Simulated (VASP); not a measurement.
Write the native input for VASP 6.6.1 that does the following.

- Task: single point
- Functional: r2SCAN
- Potentials or basis: VASP PAW PBE potentials, release 64 (Ga_d, P, As)
- Cutoff: 520 eV
- k mesh: 1 × 1 × 1
- Occupations: fermi-dirac, width 0.05 eV
- Spin: no spin polarisation
- Dipole correction: no
- Further INCAR settings: LREAL = Auto; ALGO = Normal; EDIFF = 1e-06; NBANDS = 326

Crystal: Ga8AsP7.

```
Ga P As
1.0
    10.94645    0.00000    0.00000
     0.00000   10.94645    0.00000
     0.00000    0.00000   10.94645
Ga P As
32 28 4
Cartesian
  10.9402 10.9375 10.9389
  10.9385 10.9347 5.4588
  10.9403 5.4678 0.0058
  10.9397 5.4726 5.4735
  5.4743 10.9345 0.0764
  5.5079 10.9033 5.5018
  5.4746 5.4722 10.9406
  5.5091 5.5045 5.4246
  2.6962 2.7693 0.0337
  2.6651 2.7303 5.4718
  2.7329 8.2018 10.9434
  2.7308 8.1967 5.4607
  8.2229 2.7319 10.9446
  8.2191 2.7368 5.4602
  8.2480 8.1645 0.0332
  8.2202 8.2045 5.4717
  2.6939 10.9010 2.7015
  2.7013 10.9034 8.1744
  2.7364 5.4726 2.7387
  2.6950 5.5019 8.2481
  8.2155 10.9406 2.7415
  8.2573 0.0242 8.1801
  8.2216 5.4691 2.7349
  8.2171 5.4715 8.2076
  10.9340 2.7307 2.7344
  10.9436 2.7372 8.2126
  0.0004 8.1970 2.7388
  10.9364 8.2038 8.2077
  5.5063 2.7712 2.7068
  5.5462 2.7309 8.2099
  5.4742 8.2028 2.7364
  5.4375 8.1615 8.1772
  1.3439 1.3616 1.3667
  1.3337 1.3506 6.8402
  1.3669 6.8348 1.3673
  1.3561 6.8454 6.8392
  6.8643 1.3741 1.3780
  6.8753 1.3616 6.8270
  6.8425 6.8255 1.3779
  6.8538 6.8346 6.8288
  4.1040 4.1206 1.3668
  4.0921 9.5489 1.3783
  4.0929 9.5494 6.8277
  9.5785 4.1004 1.3681
  9.5789 4.0999 6.8393
  9.5881 9.5707 1.3777
  9.5886 9.5716 6.8288
  4.1037 6.8459 4.0916
  4.0935 6.8345 9.5879
  9.5788 1.3626 4.1017
  9.5902 1.3729 9.5773
  9.5791 6.8363 4.1036
  9.5887 6.8258 9.5770
  1.3449 4.1105 4.0923
  1.3451 4.1094 9.5879
  1.3557 9.5594 4.1030
  1.3558 9.5606 9.5761
  6.8646 4.1104 4.0921
  6.8654 4.1106 9.5883
  6.8544 9.5599 4.1018
  4.1056 4.1211 6.8398
  4.1039 1.3521 4.0926
  4.0952 1.3608 9.5867
  6.8507 9.5619 9.5744
```

The input as run:

POSCAR

```
Ga8AsP7
1.0
   10.9464490000      0.0000000000      0.0000000000
    0.0000000000     10.9464490000      0.0000000000
    0.0000000000      0.0000000000     10.9464490000
Ga P As
32 28 4
Direct
    0.9994290000      0.9991840000      0.9993140000
    0.9992780000      0.9989300000      0.4986790000
    0.9994420000      0.4995040000      0.0005340000
    0.9993880000      0.4999410000      0.5000260000
    0.5000970000      0.9989110000      0.0069770000
    0.5031690000      0.9960560000      0.5026150000
    0.5001250000      0.4999050000      0.9994690000
    0.5032750000      0.5028580000      0.4955620000
    0.2463110000      0.2529880000      0.0030780000
    0.2434710000      0.2494220000      0.4998740000
    0.2496600000      0.7492660000      0.9997170000
    0.2494700000      0.7488020000      0.4988530000
    0.7511970000      0.2495690000      0.9998310000
    0.7508470000      0.2500190000      0.4988140000
    0.7534820000      0.7458540000      0.0030330000
    0.7509450000      0.7495160000      0.4998600000
    0.2460990000      0.9958460000      0.2467900000
    0.2467710000      0.9960640000      0.7467650000
    0.2499780000      0.4999400000      0.2501890000
    0.2461990000      0.5026170000      0.7534990000
    0.7505150000      0.9994620000      0.2504440000
    0.7543320000      0.0022100000      0.7472810000
    0.7510710000      0.4996230000      0.2498470000
    0.7506650000      0.4998420000      0.7497950000
    0.9988660000      0.2494590000      0.2497950000
    0.9997410000      0.2500580000      0.7502500000
    0.0000390000      0.7488250000      0.2502010000
    0.9990780000      0.7494440000      0.7498030000
    0.5030240000      0.2531630000      0.2472790000
    0.5066640000      0.2494790000      0.7500100000
    0.5000900000      0.7493610000      0.2499810000
    0.4967320000      0.7455820000      0.7470190000
    0.1227700000      0.1243830000      0.1248570000
    0.1218420000      0.1233840000      0.6248750000
    0.1248710000      0.6243830000      0.1249100000
    0.1238820000      0.6253520000      0.6247860000
    0.6270790000      0.1255270000      0.1258880000
    0.6280820000      0.1243890000      0.6236760000
    0.6250870000      0.6235380000      0.1258720000
    0.6261190000      0.6243680000      0.6238340000
    0.3749180000      0.3764370000      0.1248610000
    0.3738250000      0.8723300000      0.1259150000
    0.3739030000      0.8723750000      0.6237340000
    0.8750330000      0.3745830000      0.1249790000
    0.8750670000      0.3745410000      0.6247970000
    0.8759070000      0.8743230000      0.1258550000
    0.8759540000      0.8744030000      0.6238370000
    0.3748850000      0.6254010000      0.3737830000
    0.3739530000      0.6243540000      0.8758930000
    0.8750580000      0.1244830000      0.3747030000
    0.8761040000      0.1254180000      0.8749230000
    0.8750850000      0.6245190000      0.3748800000
    0.8759600000      0.6235660000      0.8748990000
    0.1228620000      0.3755090000      0.3738460000
    0.1228800000      0.3754070000      0.8758870000
    0.1238520000      0.8732880000      0.3748230000
    0.1238540000      0.8733990000      0.8748120000
    0.6271050000      0.3755030000      0.3738330000
    0.6271780000      0.3755230000      0.8759290000
    0.6261730000      0.8733300000      0.3747150000
    0.3750590000      0.3764810000      0.6248440000
    0.3749110000      0.1235220000      0.3738790000
    0.3741080000      0.1243120000      0.8757830000
    0.6258410000      0.8735150000      0.8746540000
```

INCAR.step1

```
SYSTEM = Ga8AsP7
PREC = Accurate
ENCUT = 520
ISMEAR = -1
SIGMA = 0.05
LREAL = Auto
LASPH = .TRUE.
NELM = 60
NBANDS = 326
GGA = PE
ALGO = Normal
EDIFF = 1E-4
LWAVE = .TRUE.
LCHARG = .FALSE.
```

INCAR.step2

```
SYSTEM = Ga8AsP7
PREC = Accurate
ENCUT = 520
EDIFF = 1E-6
ISMEAR = -1
SIGMA = 0.05
LREAL = Auto
LASPH = .TRUE.
NELM = 60
ALGO = Normal
ISIF = 2
LWAVE = .FALSE.
LCHARG = .FALSE.
METAGGA = R2SCAN
LMIXTAU = .TRUE.
NBANDS = 326
ISTART = 1
```

KPOINTS

```
Automatic mesh
0
G
  1 1 1
  0 0 0
```

Potentials or basis: VASP PAW PBE potentials, release 64 (Ga_d, P, As).

Launch:

```console
$ cat potpaw_PBE.64/Ga_d/POTCAR potpaw_PBE.64/P/POTCAR potpaw_PBE.64/As/POTCAR > POTCAR
$ cp INCAR.step1 INCAR
$ mpirun -np 1 vasp_gam > vasp.out
$ cp INCAR.step2 INCAR
$ mpirun -np 1 vasp_gam > vasp.out
```

Results of the run:

| Quantity | Value |
| --- | --- |
| Pressure | 0.7 GPa |
| Largest force | 0.049 eV/Å |
| Band gap on the k mesh | 1.79 eV |

Caveat: the k points lie up to 0.57 Å⁻¹ apart; the PAW data sets were made with another functional, which shifts forces and pressure a little; an odd mesh through Γ misses points on the zone boundary, where band edges can lie.

It took 60 min on 1 thread of Oxide Virtual Turin-like Processor, with other jobs on the host, peak memory 1.3 GiB.
